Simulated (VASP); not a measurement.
A run of VASP 6.6.1 is set up as follows.

The input INCAR:

```
PREC = Accurate
ENCUT = 520
EDIFF = 1E-7
ISMEAR = 0
SIGMA = 0.1
LREAL = F
LASPH = T
NELM = 60
ALGO = Fast
ISIF = 2
LWAVE = F
LCHARG = T
GGA = PE
LELF = T
LVHAR = T
NBANDS = 42
```

KPOINTS

```
Automatic mesh
0
Gamma
  6 6 6
```

POSCAR

```
Ga2I
1.0
   -2.2440406914      2.2440406914      7.8024740085
    2.2440406914     -2.2440406914      7.8024740085
    2.2440406914      2.2440406914     -7.8024740085
Ga I
4 2
Direct
    0.4165000000      0.4165000000      0.0000000000
    0.1665000000      0.6665000000      0.5000000000
    0.3335000000      0.8335000000      0.5000000000
    0.5835000000      0.5835000000      0.0000000000
    0.0000000000      0.0000000000      0.0000000000
    0.7500000000      0.2500000000      0.5000000000
```

Potentials or basis: VASP PAW PBE potentials, release 64 (Ga_d, I).

The run is started by

```console
$ cat potpaw_PBE.64/Ga_d/POTCAR potpaw_PBE.64/I/POTCAR > POTCAR
$ mpirun -np 1 vasp_std > vasp.out
```

Question: Predict the pressure.

Answer: 2.8 GPa.

Question: Estimate the largest force.

Answer: 0.191 eV/Å.

Question: Estimate the band gap on the k mesh.

Answer: Zero (bands 33 and 34 overlap by 1.03 eV).

Forces in eV/Å, atoms in the order of the input:
```
Ga   0.000  0.000  0.191
Ga   0.000  0.000  0.191
Ga   0.000  0.000 -0.191
Ga   0.000  0.000 -0.191
I    0.000  0.000  0.000
I    0.000  0.000  0.000
```

Caveat: spin-orbit coupling is left out, which moves the levels of the heavy elements.
